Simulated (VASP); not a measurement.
Runs of VASP 6.6.1 on Na2S. The structure is that of space group Fm-3m (No. 225), or close to it. The cells are those of the table. 

```csv
cell,k mesh,smearing,gap on the mesh (eV),pressure (GPa)
"a = 4.555 Å, angles 60.0°, 3 atoms",6 × 6 × 6,gaussian 0.02 eV,2.64,0.0
"a = 4.437 Å, angles 60.0°, 3 atoms",6 × 6 × 6,gaussian 0.05 eV,2.92,3.0
"a = 4.473 Å, angles 60.0°, 3 atoms",6 × 6 × 6,gaussian 0.05 eV,2.83,(b)
"a = 4.555 Å, angles 60.0°, 3 atoms","6 × 6 × 6, shifted",gaussian 0.02 eV,(a),0.0
"a = 4.555 Å, angles 60.0°, 3 atoms",6 × 6 × 6,gaussian 0.05 eV,2.64,0.0
```

Alike in all rows: task single point; level PBE+D3(BJ); potentials or basis VASP PAW PBE potentials, release 64 (S, Na_pv); no spin polarisation; cutoff (eV) 500.

Question: Fill in the values left out.

Answer: (a) 2.89; (b) 2.0.

Caveats: a shifted mesh leaves out Γ, where band edges can lie (at least some runs).

A k mesh can miss the band edges.
